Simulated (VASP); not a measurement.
# AgI (F-43m) in VASP: further runs

AgI is run at these levels: LDA; tasks: relaxation of cell and atoms.

Program: VASP 6.6.1. These are calculated values, not measurements. Logs are shortened: lines on timing, memory, paths and dates and some standing lists are left out, and cuts for length are marked.

### 1 The cell of the first run

It takes space group F-43m (No. 216, cubic). Conventional cell: a = 6.348 Å, b = 6.348 Å, c = 6.348 Å, α = 90.00°, β = 90.00°, γ = 90.00°. Within 3.6 Å of Ag (site symmetry -43m) lie 4 I at 2.75 Å. I (site symmetry -43m) has 4 Ag at 2.75 Å within 3.6 Å.

### 2 Relaxation of cell and atoms, LDA, target pressure 10 GPa, at which the enthalpy is minimised

Input file INCAR:

```
SYSTEM = AgI
PREC = Accurate
ENCUT = 500
EDIFF = 1E-7
ISMEAR = 0
SIGMA = 0.01
LREAL = .FALSE.
LASPH = .TRUE.
NELM = 120
ALGO = Normal
ISIF = 3
LWAVE = .FALSE.
LCHARG = .FALSE.
GGA = CA
IBRION = 2
NSW = 100
EDIFFG = -0.002
PSTRESS = 100.0
GGA_COMPAT = .FALSE.
NELMIN = 4
```

Input file KPOINTS:

```
Automatic mesh
0
G
  6 6 6
  0 0 0
```

Input file POSCAR:

```
AgI
1.0
    0.0000000000      3.1739496883      3.1739496883
    3.1739496883      0.0000000000      3.1739496883
    3.1739496883      3.1739496883      0.0000000000
Ag I
1 1
Direct
    0.0000000000      0.0000000000      0.0000000000
    0.7500000000      0.7500000000      0.7500000000
```

Potentials or basis: VASP PAW LDA potentials, release 64 (Ag, I).

Command:

```bash
$ cat potpaw_LDA.64/Ag/POTCAR potpaw_LDA.64/I/POTCAR > POTCAR
$ mpirun -np 1 vasp_std > vasp.out
```

OUTCAR:

```text
SYSTEM = AgI
   PREC = Accurate
   ENCUT = 500
   EDIFF = 1E-7
   ISMEAR = 0
   LREAL = .FALSE.
   LASPH = .TRUE.
   NELM = 120
   ISIF = 3
   GGA = CA
   IBRION = 2
   NSW = 100
   EDIFFG = -0.002
   PSTRESS = 100.0
   NELMIN = 4

 ion  position               nearest neighbor table
   1  0.000  0.000  0.000-   2 2.75   2 2.75   2 2.75   2 2.75
   2  0.750  0.750  0.750-   1 2.75   1 2.75   1 2.75   1 2.75

  LATTYP: Found a face centered cubic cell.
 ALAT       =     6.3478993766

  Lattice vectors:

 A1 = (   0.0000000000,   3.1739496883,   3.1739496883)
 A2 = (   3.1739496883,   0.0000000000,   3.1739496883)
 A3 = (   3.1739496883,   3.1739496883,   0.0000000000)

Analysis of symmetry for initial positions (statically):
=====================================================================
 Subroutine PRICEL returns:
 Original cell was already a primitive cell.

 Routine SETGRP: Setting up the symmetry group for a
 face centered cubic supercell.

 Subroutine GETGRP returns: Found 24 space group operations
 (whereof 24 operations were pure point group operations)
 out of a pool of 48 trial point group operations.

The static configuration has the point symmetry T_d .

Analysis of symmetry for dynamics (positions and initial velocities):
=====================================================================
 Subroutine PRICEL returns:
 Original cell was already a primitive cell.

 Routine SETGRP: Setting up the symmetry group for a
 face centered cubic supercell.

 Subroutine GETGRP returns: Found 24 space group operations
 (whereof 24 operations were pure point group operations)
 out of a pool of 48 trial point group operations.

The dynamic configuration has the point symmetry T_d .

 Subroutine INISYM returns: Found 24 space group operations
 (whereof 24 operations are pure point group operations),
 and found     1 'primitive' translations

----------------------------------------------------------------------------------------

                                     Primitive cell

  volume of cell :      63.9485

  direct lattice vectors                    reciprocal lattice vectors
     0.000000000  3.173949688  3.173949688    -0.157532428  0.157532428  0.157532428
     3.173949688  0.000000000  3.173949688     0.157532428 -0.157532428  0.157532428
     3.173949688  3.173949688  0.000000000     0.157532428  0.157532428 -0.157532428

  length of vectors
     4.488642695  4.488642695  4.488642695     0.272854169  0.272854169  0.272854169

  position of ions in fractional coordinates (direct lattice)
     0.000000000  0.000000000  0.000000000
     0.750000000  0.750000000  0.750000000

  ion indices of the primitive-cell ions
   primitive index   ion index
                 1           1
                 2           2

----------------------------------------------------------------------------------------

 KPOINTS: Automatic mesh

Automatic generation of k-mesh.
 Grid dimensions read from file:
 generate k-points for:    6    6    6

 Generating k-lattice:

  Cartesian coordinates                     Fractional coordinates (reciprocal lattice)
    -0.026255405  0.026255405  0.026255405     0.166666667  0.000000000  0.000000000
     0.026255405 -0.026255405  0.026255405     0.000000000  0.166666667  0.000000000
     0.026255405  0.026255405 -0.026255405     0.000000000  0.000000000  0.166666667

  Length of vectors
     0.045475695  0.045475695  0.045475695

  Shift w.r.t. Gamma in fractional coordinates (k-lattice)
     0.000000000  0.000000000  0.000000000

 Subroutine IBZKPT returns following result:
 ===========================================

 Found     16 irreducible k-points:

 Following reciprocal coordinates:
            Coordinates               Weight
  0.000000  0.000000  0.000000      1.000000
  0.166667  0.000000  0.000000      8.000000
  0.333333  0.000000  0.000000      8.000000
  0.500000  0.000000  0.000000      4.000000
  0.166667  0.166667  0.000000      6.000000
  0.333333  0.166667  0.000000     24.000000
[... 8 lines left out ...]
 -0.333333  0.333333  0.166667     24.000000
 -0.333333  0.500000  0.166667     12.000000
   k-points           NKPTS =     16   k-points in BZ     NKDIM =     16   number of bands    NBANDS=     13
   number of dos      NEDOS =    301   number of ions     NIONS =      2
   total plane-waves  NPLWV =  46656
   dimension x,y,z NGX =    36 NGY =   36 NGZ =   36
   dimension x,y,z NGXF=    72 NGYF=   72 NGZF=   72
   ions per type =               1   1
   NGX,Y,Z   is equivalent  to a cutoff of  13.33, 13.33, 13.33 a.u.
   NGXF,Y,Z  is equivalent  to a cutoff of  26.67, 26.67, 26.67 a.u.
 SYSTEM =  AgI
   PREC   = accura    normal or accurate (medium, high low for compatibility)
   ISTART =      0    job   : 0-new  1-cont  2-samecut
   ICHARG =      2    charge: 1-file 2-atom 10-const
   ISPIN  =      1    spin polarized calculation?
   LNONCOLLINEAR =      F non collinear calculations
   LSORBIT =      F    spin-orbit coupling
   LASPH  =      T    aspherical Exc in radial PAW
   ENCUT  =  500.0 eV  36.75 Ry    6.06 a.u.   8.18  8.18  8.18*2*pi/ulx,y,z
   NELM   =    120;   NELMIN=  4; NELMDL= -5     # of ELM steps
   EDIFF  = 0.1E-06   stopping-criterion for ELM
   LREAL  =      F    real-space projection
   EDIFFG = -.2E-02   stopping-criterion for IOM
   NSW    =    100    number of steps for IOM
   IBRION =      2    ionic relax: 0-MD 1-quasi-New 2-CG
   NFREE  =      1    steps in history (QN), initial steepest desc. (CG)
   ISIF   =      3    stress and relaxation
   ISYM   =      2    0-nonsym 1-usesym 2-fastsym
   POTIM  = 0.5000    time-step for ionic-motion
   TEBEG  =    0.0;   TEEND  =   0.0 temperature during run
   PSTRESS=  100.0 pullay stress
   NELECT =      18.0000    total number of electrons
   NUPDOWN=      -1.0000    fix difference up-down
   EMIN   =  10.00;   EMAX   =-10.00  energy-range for DOS
   EFERMI =   0.00;   METHOD = LEGACY
   ISMEAR =     0;   SIGMA  =   0.01  broadening in eV -4-tet -1-fermi 0-gaus
   EFERMI_NEDOS =   21; number of points for ismear=-14 and -15
   IALGO  =     38    algorithm
   IMIX   =      4    mixing-type and parameters
     AMIX     =   0.40;   BMIX     =  1.00
     AMIX_MAG =   1.60;   BMIX_MAG =  1.00
  volume/ion in A,a.u.               =      31.97       215.77
  Fermi-wavevector in a.u.,A,eV,Ry     =   1.072891  2.027470 15.661602  1.151095
  Thomas-Fermi vector in A             =   2.208674
   LORBIT       =      0    0 simple, 1 ext, 2 COOP (PROOUT), +10 PAW based schemes
   GGA     = CA    functional components
   LHFCALC =     F    Hartree Fock is set to
   AEXX    =    0.0000 exact exchange contribution
   IVDW    =     0    specifies the selected vdW correction
   LEPSILON=     F    determine dielectric tensor
   LRPA    =     F    only Hartree local field effects (RPA)
 conjugate gradient relaxation of ions
 non-spin polarized calculation
 Gauss-broadening in eV      SIGMA  =   0.01
  energy-cutoff  :      500.00
  volume of cell :       63.95
 maximum number of plane-waves:      1640
 NGX is ok and might be reduce to    36
   NGX = 17   NGY = 17   NGZ = 17

--------------------------------------- Ionic step        1  -------------------------------------------

 number of electron      18.0000002 magnetization

 Free energy of the ion-electron system (eV)
  ---------------------------------------------------
  ext. energy  EPLUGINS =         0.00000000
  ---------------------------------------------------
  free energy    TOTEN  =        -6.12168285 eV

  energy without entropy =       -6.12168285  energy(sigma->0) =       -6.12168285

 E-fermi :   3.7593     XC(G=0):  -9.1610

 val. band max:        3.7162444564   @ k =   0.0000   0.0000   0.0000
 cond. band min:       4.8080592797   @ k =   0.0000   0.0000   0.0000
 fundamental gap:      1.0918148233
 Fermi energy:         3.7592558562

 k-point     1 :       0.0000    0.0000    0.0000
  band No.  band energies     occupation
      1      -9.5434      2.00000
      2      -0.9791      2.00000
      3      -0.9791      2.00000
      4      -0.9791      2.00000
      5       0.2709      2.00000
      6       0.2709      2.00000
      7       3.7162      2.00000
      8       3.7162      2.00000
      9       3.7162      2.00000
     10       4.8081      0.00000
     11       9.2261      0.00000
     12       9.2261      0.00000
     13       9.2261      0.00000

 k-point     2 :       0.1667    0.0000    0.0000
  band No.  band energies     occupation
      1      -9.4590      2.00000
      2      -1.0296      2.00000
      3      -0.9281      2.00000
      4      -0.9281      2.00000
      5       0.2640      2.00000
      6       0.2640      2.00000
      7       2.5311      2.00000
      8       3.4976      2.00000
      9       3.4976      2.00000
     10       5.7776      0.00000
     11       8.9820      0.00000
[... 253 lines left out ...]
  FREE ENERGIE OF THE ION-ELECTRON SYSTEM (eV)
  ---------------------------------------------------
  free  energy   TOTEN  =        -6.1216828471 eV

  energy  without entropy=       -6.1216828471  energy(sigma->0) =       -6.12168285

  enthalpy is  TOTEN    =        -2.1303354616 eV   P V=        3.9913473855

--------------------------------------- Ionic step        2  -------------------------------------------

 number of electron      18.0000002 magnetization

 E-fermi :   8.2032     XC(G=0): -10.5980

 val. band max:        8.1289634410   @ k =   0.0000   0.0000   0.0000
 cond. band min:       9.2932662276   @ k =   0.0000   0.0000   0.0000
 fundamental gap:      1.1643027866
 Fermi energy:         8.2032175336

 k-point     1 :       0.0000    0.0000    0.0000
  band No.  band energies     occupation
      1      -7.4703      2.00000
      2       0.9301      2.00000
      3       0.9301      2.00000
      4       0.9301      2.00000
      5       2.6807      2.00000
      6       2.6807      2.00000
      7       8.1290      2.00000
      8       8.1290      2.00000
      9       8.1290      2.00000
     10       9.2933      0.00000
     11      12.9273      0.00000
     12      12.9273      0.00000
     13      12.9273      0.00000

 k-point     2 :       0.1667    0.0000    0.0000
  band No.  band energies     occupation
      1      -7.3004      2.00000
      2       0.8463      2.00000
      3       1.0095      2.00000
      4       1.0095      2.00000
      5       2.6631      2.00000
      6       2.6631      2.00000
      7       6.3326      2.00000
      8       7.7251      2.00000
      9       7.7251      2.00000
     10      10.3107      0.00000
     11      13.0045      0.00000
[... 405 lines left out ...]
  FREE ENERGIE OF THE ION-ELECTRON SYSTEM (eV)
  ---------------------------------------------------
  free  energy   TOTEN  =        -5.8804481066 eV

  energy  without entropy=       -5.8804481066  energy(sigma->0) =       -5.88044811

  enthalpy is  TOTEN    =        -2.4665711237 eV   P V=        3.4138769829

--------------------------------------- Ionic step        7  -------------------------------------------

 number of electron      18.0000002 magnetization

 Free energy of the ion-electron system (eV)
  ---------------------------------------------------
  ext. energy  EPLUGINS =         0.00000000
  ---------------------------------------------------
  free energy    TOTEN  =        -5.87268575 eV

  energy without entropy =       -5.87268575  energy(sigma->0) =       -5.87268575

 E-fermi :   5.9238     XC(G=0):  -9.8979

 val. band max:        5.8417737786   @ k =   0.0000   0.0000   0.0000
 cond. band min:       6.9673832326   @ k =   0.0000   0.0000   0.0000
 fundamental gap:      1.1256094540
 Fermi energy:         5.9238011041

 k-point     1 :       0.0000    0.0000    0.0000
  band No.  band energies     occupation
      1      -8.5173      2.00000
      2      -0.0407      2.00000
      3      -0.0407      2.00000
      4      -0.0407      2.00000
      5       1.4712      2.00000
      6       1.4712      2.00000
      7       5.8418      2.00000
      8       5.8418      2.00000
      9       5.8418      2.00000
     10       6.9674      0.00000
     11      11.0164      0.00000
     12      11.0164      0.00000
     13      11.0164      0.00000

 k-point     2 :       0.1667    0.0000    0.0000
  band No.  band energies     occupation
      1      -8.3930      2.00000
      2      -0.1105      2.00000
      3       0.0237      2.00000
      4       0.0237      2.00000
      5       1.4597      2.00000
      6       1.4597      2.00000
      7       4.3677      2.00000
      8       5.5395      2.00000
      9       5.5395      2.00000
     10       7.9893      0.00000
     11      10.9144      0.00000
[... 246 lines left out ...]
 POSITION                                       TOTAL-FORCE (eV/Angst)
 -----------------------------------------------------------------------------------
      0.00000      0.00000      0.00000         0.000000      0.000000      0.000000
      4.51580      4.51580      4.51580        -0.000000     -0.000000     -0.000000
 -----------------------------------------------------------------------------------
    total drift:                                0.000000      0.000000      0.000000

  FREE ENERGIE OF THE ION-ELECTRON SYSTEM (eV)
  ---------------------------------------------------
  free  energy   TOTEN  =        -5.8726857464 eV

  energy  without entropy=       -5.8726857464  energy(sigma->0) =       -5.87268575

  enthalpy is  TOTEN    =        -2.4666506290 eV   P V=        3.4060351173

 reached required accuracy - stopping structural energy minimisation
```

Wall time 59 s (1 thread of Intel Xeon Platinum 8375C at 2.90GHz (Ice Lake), shared host); peak memory 0.18 GiB.

What came out:

| Quantity | Value |
| --- | --- |
| Free energy | -5.8727 eV |
| Relaxed volume | 27.29 Å³/atom |
| Relaxed cell | a = 4.258 Å, b = 4.258 Å, c = 4.258 Å, α = 60.00°, β = 60.00°, γ = 60.00° |
| Space group after relaxing (to 0.05 Å) | F-43m (No. 216) |
| Energy change on relaxing (the enthalpy is what falls) | +124.5 meV/atom |
| Ionic steps | 7 |
| Pressure after relaxing | 10.0 GPa |
| Band gap on the k mesh | 1.13 eV, direct |

The path:
```tsv
step	energy change (eV)	largest force (eV/Å)	pressure (GPa)	volume (Å³)
1	0.0000	0.0000	0.03	63.95
2	1.0633	0.0000	27.87	47.25
3	0.2352	0.0000	9.64	54.80
4	0.2463	0.0000	9.92	54.61
5	0.2574	0.0000	10.21	54.44
6	0.2412	0.0000	9.81	54.70
7	0.2490	0.0000	10.00	54.57
```

Final structure:
```cif
data_structure
_symmetry_space_group_name_H-M 'P 1'
_symmetry_Int_Tables_number 1
_cell_length_a 4.2575
_cell_length_b 4.2575
_cell_length_c 4.2575
_cell_angle_alpha 60.000
_cell_angle_beta 60.000
_cell_angle_gamma 60.000
_cell_volume 54.57
loop_
_atom_site_label
_atom_site_type_symbol
_atom_site_fract_x
_atom_site_fract_y
_atom_site_fract_z
_atom_site_occupancy
Ag1 Ag 0.00000 0.00000 0.00000 1
I1 I 0.75000 0.75000 0.75000 1
```

Caveat: the cell is relaxed towards a set pressure, so the enthalpy falls and the energy may rise; spin-orbit coupling is left out, which moves the levels of the heavy elements.

### 3 Relaxation of cell and atoms, LDA, target pressure 15 GPa, at which the enthalpy is minimised

Input file INCAR:

```
  PREC = Accurate
  ENCUT = 500
  EDIFF = 1E-7
  ISMEAR = 0
  SIGMA = 0.01
  LREAL = False
  LASPH = True
  NELM = 120
  ALGO = Normal
  ISIF = 3
  LWAVE = False
  LCHARG = False
  IBRION = 2
  NSW = 100
  EDIFFG = -0.002
  PSTRESS = 150.0
  GGA_COMPAT = False
  NELMIN = 4
```

Input file KPOINTS:

```
regular mesh
0
Gamma
  6 6 6
```

POSCAR is that of step 2.

Potentials or basis: VASP PAW LDA potentials, release 64 (Ag, I).

Command:

```bash
$ cat potpaw_LDA.64/Ag/POTCAR potpaw_LDA.64/I/POTCAR > POTCAR
$ mpirun -np 1 vasp_std > vasp.out
```

It took 65 s on 1 thread of Intel Xeon Platinum 8375C at 2.90GHz (Ice Lake), shared host; peak memory 0.18 GiB.

Results (log left out):

```
Free energy                                            : -5.6671 eV
Relaxed volume                                         : 25.96 Å³/atom
Relaxed cell                                           : a = 4.187 Å, b = 4.187 Å, c = 4.187 Å, α = 60.00°, β = 60.00°, γ = 60.00°
Space group after relaxing (to 0.05 Å)                 : F-43m (No. 216)
Energy change on relaxing (the enthalpy is what falls) : +227.3 meV/atom
Ionic steps                                            : 7
Pressure after relaxing                                : 15.0 GPa
Band gap on the k mesh                                 : 1.14 eV, direct
```

The path:
| step | energy change (eV) | largest force (eV/Å) | pressure (GPa) | volume (Å³) |
| --- | --- | --- | --- | --- |
| 1 | 0.0000 | 0.0000 | 0.03 | 63.95 |
| 2 | 3.0425 | 0.0000 | 65.77 | 40.09 |
| 3 | 0.3941 | 0.0000 | 13.59 | 52.59 |
| 4 | 0.4360 | 0.0000 | 14.57 | 52.11 |
| 5 | 0.4564 | 0.0000 | 15.03 | 51.89 |
| 6 | 0.4530 | 0.0000 | 14.96 | 51.93 |
| 7 | 0.4545 | 0.0000 | 15.00 | 51.91 |

Final structure:
```yaml
crystal:
  lattice:
    - [0.00000, 2.96082, 2.96082]
    - [2.96082, 0.00000, 2.96082]
    - [2.96082, 2.96082, 0.00000]
  atoms:
    - { symbol: Ag, position: [0.00000, 0.00000, 0.00000] }
    - { symbol: I, position: [0.75000, 0.75000, 0.75000] }
```

Levels at points of the mesh, in eV from the valence-band top:
```csv
k point,band 7,band 8,band 9,band 10,band 11,band 12
"(0.00, 0.00, 0.00)",0.00,0.00,0.00,1.14,5.05,5.05
"(0.50, 0.00, 0.00)",-4.43,-1.24,-1.24,2.36,5.70,5.70
"(0.50, 0.50, 0.00)",-3.99,-2.97,-2.97,2.62,3.35,9.50
```

Caveat: the cell is relaxed towards a set pressure, so the enthalpy falls and the energy may rise; the volume moved by over 15 % at a fixed basis, so the end points are rough; spin-orbit coupling is left out, which moves the levels of the heavy elements.
